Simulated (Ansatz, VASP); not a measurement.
## MgSi2N2: VASP beside Ansatz

```
CELL_PARAMETERS angstrom
3.03745 1.75367 3.47701
-3.03745 1.75367 3.47701
0.00000 -3.50734 3.47701
ATOMIC_POSITIONS crystal
Mg 0.00000 0.00000 0.00000
Si 0.66060 0.66060 0.66060
Si 0.33940 0.33940 0.33940
N 0.18687 0.18687 0.18687
N 0.81313 0.81313 0.81313
```

Alike in both runs: functional PBE; k mesh 6 × 6 × 6; occupations gaussian, width 0.02 eV; no spin polarisation.

Ansatz relaxed the structure, and its values are those at the end. VASP's run is a single point on that final structure, the one shown.

|  | VASP | Ansatz |
| --- | --- | --- |
| version | VASP 6.6.1 | Ansatz 0.2.0 |
| potentials or method | VASP PAW PBE potentials, release 64 (Mg_sv, Si, N), cutoff 750 eV | scalar-relativistic, plane waves, PAW |
| valence electrons in the cell | 28 | 28 |

|  | VASP | Ansatz | Ansatz less VASP |
| --- | --- | --- | --- |
| gap on the k mesh at the Fermi level (eV) | 1.84 | 1.82 | -0.018 |
| least direct gap on the mesh (eV) | 1.89 | 1.88 | -0.009 |
| pressure (GPa) | 0.0 | 0.0 | +0.05 |
| rms of the force components (eV/Å) | 0.033 | 0.000 | -0.0324 |

The functional is the same, so the differences come from potentials, cutoffs and numerics.
